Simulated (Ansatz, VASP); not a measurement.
**Two plane-wave programs on Cr**

The input INCAR:

```
PREC = Accurate ; ENCUT = 520
EDIFF = 1E-6 ; ISMEAR = -1
SIGMA = 0.1 ; LREAL = False
LASPH = True ; NELM = 100
ALGO = Normal ; ISIF = 2
LWAVE = False ; LCHARG = True
GGA = B5 ; ALDAX = 1.0
AGGAX = 1.0 ; AGGAC = 1.0
ALDAC = 0.0 ; LELF = True
LVHAR = True ; NBANDS = 19
```

Contents of KPOINTS:

```
regular mesh
0
Gamma
  16 16 8
```

Contents of POSCAR:

```
Cr
1.0
    2.6046533303      0.0000000000      0.0000000000
   -1.3023266651      2.2556959521      0.0000000000
    0.0000000000      0.0000000000      4.7019715346
Cr
2
Direct
    0.3333333333      0.6666666667      0.2500000000
    0.6666666667      0.3333333333      0.7500000000
```

Input for Ansatz:

```yaml
crystal:
  lattice:
    - [2.6046533303, 0.0, 0.0]
    - [-1.3023266651, 2.2556959521, 0.0]
    - [0.0, 0.0, 4.7019715346]
  atoms:
    - { symbol: Cr, position: [0.3333333333, 0.6666666667, 0.25] }
    - { symbol: Cr, position: [0.6666666667, 0.3333333333, 0.75] }
hamiltonian:
  xc: blyp
  pseudopotentials:
    kind: paw
    azcp:
      Cr: "pseudopotentials/Cr.paw.azcp"
basis:
  ecutwfc: 420
  fft_grid_basis: typed
kpoints:
  mp_grid: { grid: [16, 16, 8], shift: [0, 0, 0] }
magnetization:
  spin_polarized: false
scf:
  occupations: { method: fermi_dirac, width: 0.1 }
  lower_state_search: "off"
output:
  stress: true
```

Alike in both runs: task single point; functional BLYP; k mesh 16 × 16 × 8; occupations fermi-dirac, width 0.1 eV; no spin polarisation.

|  | VASP | Ansatz |
| --- | --- | --- |
| version | VASP 6.6.1 | Ansatz 0.2.0 |
| potentials or method | VASP PAW PBE potentials, release 64 (Cr_pv), cutoff 520 eV | plane waves (420 eV) with PAW, scalar-relativistic |
| valence electrons in the cell | 24 | 28 |

```tsv
	VASP	Ansatz	Ansatz less VASP
pressure (GPa)	-19.0	-18.9	+0.06
traceless stress, the component that is largest in VASP (GPa)	1.76	1.78	+0.025
```

VASP's potentials were made for PBE, not for BLYP. The functional is the same, so the differences come from potentials, cutoffs and numerics. VASP's potentials hold 24 valence electrons a cell and Ansatz's 28, so a difference there can come from the potentials and not from the codes.
